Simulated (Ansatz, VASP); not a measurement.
# One calculation of Ca3Y, two programs

```
Ca Y
1.0
     0.00000    4.24557    4.24557
     4.24557    0.00000    4.24557
     4.24557    4.24557    0.00000
Ca Y
3 1
Direct
  0.24374 0.25589 0.24838
  0.74364 0.75529 0.74895
  0.49309 0.50595 0.49892
  0.99325 0.00544 0.99870
```

Alike in both runs: task single point; functional LDA; k mesh 4 × 4 × 4; no spin polarisation.

```csv
,VASP,Ansatz
version,VASP 6.6.1,Ansatz 0.2.0
potentials or method,"VASP PAW LDA potentials, release 64 (Ca_sv, Y_sv)","plane waves, PAW"
plane-wave cutoff (eV),520,420
occupations,"methfessel-paxton of order 1, width 0.1 eV",methfessel-paxton of order 1
valence electrons in the cell,41,41
```

|  | VASP | Ansatz | Ansatz less VASP |
| --- | --- | --- | --- |
| rms of the force components (eV/Å) | 0.004 | 0.004 | 0.0000 |

LDA's correlation is that of Perdew and Zunger in VASP and of Perdew and Wang (1992) in Ansatz. Atom by atom the forces differ by 0.000 eV/Å (rms over components).
